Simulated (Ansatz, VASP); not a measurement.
CdTe in VASP and in Ansatz

```xyz
2
Lattice="0.0000 3.2439 3.2439 3.2439 0.0000 3.2439 3.2439 3.2439 0.0000" Properties=species:S:1:pos:R:3 pbc="T T T"
Cd    0.0000    0.0000    0.0000
Te    4.8659    4.8659    4.8659
```

Alike in both runs: task single point; functional PBE; k mesh 8 × 8 × 8; occupations gaussian, width 0.02 eV; no spin polarisation.

```csv
,VASP,Ansatz
version,VASP 6.6.1,Ansatz 0.2.0
potentials or method,"VASP PAW PBE potentials, release 64 (Cd, Te), cutoff 520 eV","scalar-relativistic, plane waves, PAW"
valence electrons in the cell,18,36
```

```tsv
	VASP	Ansatz	Ansatz less VASP
gap on the k mesh at the Fermi level (eV)	0.76	0.76	+0.001
least direct gap on the mesh (eV)	0.76	0.76	+0.001
pressure (GPa)	2.6	2.4	-0.13
```

VASP's potentials hold 18 valence electrons a cell and Ansatz's 36, so a difference there can come from the potentials and not from the codes.

Spin-orbit coupling is off throughout.
